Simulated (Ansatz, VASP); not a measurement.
**ScAl3: VASP beside Ansatz**

Contents of INCAR:

```
ALGO     = Fast           # electronic algorithm
EDIFF    = 1E-6           # SCF threshold, eV
EDIFFG   = -0.01          # ionic threshold
ENCUT    = 600            # plane-wave cutoff, eV
GGA      = PE             # functional
IBRION   = 2              # ionic algorithm
ISIF     = 3              # what is computed and relaxed
ISMEAR   = 0              # smearing method
LASPH    = True           # aspherical terms in the spheres
LCHARG   = False          # write CHGCAR
LREAL    = False          # projectors in reciprocal space
LWAVE    = False          # write WAVECAR
NELM     = 80             # most SCF steps
NSW      = 100            # ionic steps
PREC     = Accurate       # precision mode
SIGMA    = 0.1            # smearing width, eV
```

The input KPOINTS:

```
k-points
0
Gamma
  18 18 6
```

Contents of POSCAR:

```
ScAl3
1.0
    3.0112647783      0.0000000000      0.0000000000
   -1.5056323891      2.6078317955      0.0000000000
    0.0000000000      0.0000000000      9.4220887973
Sc Al
1 3
Direct
    0.0000000000      0.0000000000      0.0000000000
    0.0000000000      0.0000000000      0.5000000000
    0.6666666667      0.3333333333      0.2588960098
    0.6666666667      0.3333333333      0.7411039902
```

Input for Ansatz:

```yaml
crystal:
  lattice:
    - [3.0112647783, 0.0, 0.0]
    - [-1.5056323891, 2.6078317955, 0.0]
    - [0.0, 0.0, 9.4220887973]
  atoms:
    - { symbol: Sc, position: [0.0, 0.0, 0.0] }
    - { symbol: Al, position: [0.0, 0.0, 0.5] }
    - { symbol: Al, position: [0.6666666667, 0.3333333333, 0.2588960098] }
    - { symbol: Al, position: [0.6666666667, 0.3333333333, 0.7411039902] }
basis:
  ecutwfc: 420
kpoints:
  mp_grid: { grid: [18, 18, 6] }
hamiltonian:
  xc: pbe
scf:
  occupations: { method: gaussian, width: 0.1 }
output:
  forces: true
  stress: true
  eigenvalues: true
  write_density: true
  write_potential: true
  elf: true
  volumetric_format: npy
relax:
  adjacent_minimum: "off"
  f_tol: 0.01
  max_steps: 80
  cell: { stress_tol: 0.05 }
```

Change from the starting cell: species swapped into the LiZn3 type (P-6m2, No. 187).

Alike in both runs: task relaxation of cell and atoms; functional PBE; k mesh 18 × 18 × 6; occupations gaussian, width 0.1 eV; no spin polarisation.

|  | VASP | Ansatz |
| --- | --- | --- |
| version | VASP 6.6.1 | Ansatz 0.2.0 |
| potentials or method | VASP PAW PBE potentials, release 64 (Sc_sv, Al), cutoff 600 eV | scalar-relativistic, plane waves, PAW |
| valence electrons in the cell | 20 | 20 |

Ansatz gave:

- gap on the k mesh at the Fermi level, each at its own relaxed structure (eV): none
- relaxed volume (Å³/atom): 18.53
- relaxed length of the cell vector where the two differ most in proportion (Å): 9.207

Estimate VASP's values.

gap on the k mesh at the Fermi level, each at its own relaxed structure (eV): none; relaxed volume (Å³/atom): 18.53; relaxed length of the cell vector where the two differ most in proportion (Å): 9.204.

A gap of «none» marks a metal or a gap that the smearing closes.
